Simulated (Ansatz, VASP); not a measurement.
Pt: VASP beside Ansatz

Contents of INCAR:

```
PREC = Accurate
ENCUT = 520
EDIFF = 1E-6
ISMEAR = 0
SIGMA = 0.15
LREAL = F
LASPH = T
NELM = 80
ALGO = Fast
ISIF = 2
LWAVE = F
LCHARG = F
GGA = CA
NBANDS = 11
```

Contents of KPOINTS:

```
regular mesh
0
Gamma
  20 20 20
```

Contents of POSCAR:

```
Pt
1.0
    0.0000000000      1.9468328700      2.0831111709
    1.7862191582      0.0000000000      2.0831111709
    1.7862191582      1.9468328700      0.0000000000
Pt
1
Direct
    0.0000000000      0.0000000000      0.0000000000
```

Input for Ansatz:

```yaml
crystal:
  lattice:
    - [0.0, 1.94683287, 2.0831111709]
    - [1.7862191582, 0.0, 2.0831111709]
    - [1.7862191582, 1.94683287, 0.0]
  atoms:
    - { symbol: Pt, position: [0.0, 0.0, 0.0] }
basis:
  ecutwfc: 420
kpoints:
  mp_grid: { grid: [20, 20, 20] }
hamiltonian:
  xc: lda
scf:
  occupations: { method: gaussian, width: 0.15 }
output:
  forces: true
  stress: true
  eigenvalues: true
  write_density: true
  write_potential: true
  elf: true
  volumetric_format: npy
```

Change from the starting cell: normal strain along x -0.0825, normal strain along z +0.0700.

Alike in both runs: task single point; functional LDA; k mesh 20 × 20 × 20; occupations gaussian, width 0.15 eV; no spin polarisation.

|  | VASP | Ansatz |
| --- | --- | --- |
| version | VASP 6.6.1 | Ansatz 0.2.0 |
| potentials or method | VASP PAW LDA potentials, release 64 (Pt), cutoff 520 eV | scalar-relativistic, plane waves, PAW |
| valence electrons in the cell | 10 | 18 |

|  | VASP | Ansatz | Ansatz less VASP |
| --- | --- | --- | --- |
| gap on the k mesh at the Fermi level (eV) | none | none | - |
| pressure (GPa) | 8.9 | 8.0 | -0.91 |
| traceless stress, the component that is largest in VASP (GPa) | -10.21 | -10.20 | +0.013 |

LDA's correlation is that of Perdew and Zunger in VASP and of Perdew and Wang (1992) in Ansatz. A gap of «none» marks a metal or a gap that the smearing closes. VASP's potentials hold 10 valence electrons a cell and Ansatz's 18, so a difference there can come from the potentials and not from the codes.

Neither program's run includes spin-orbit coupling.
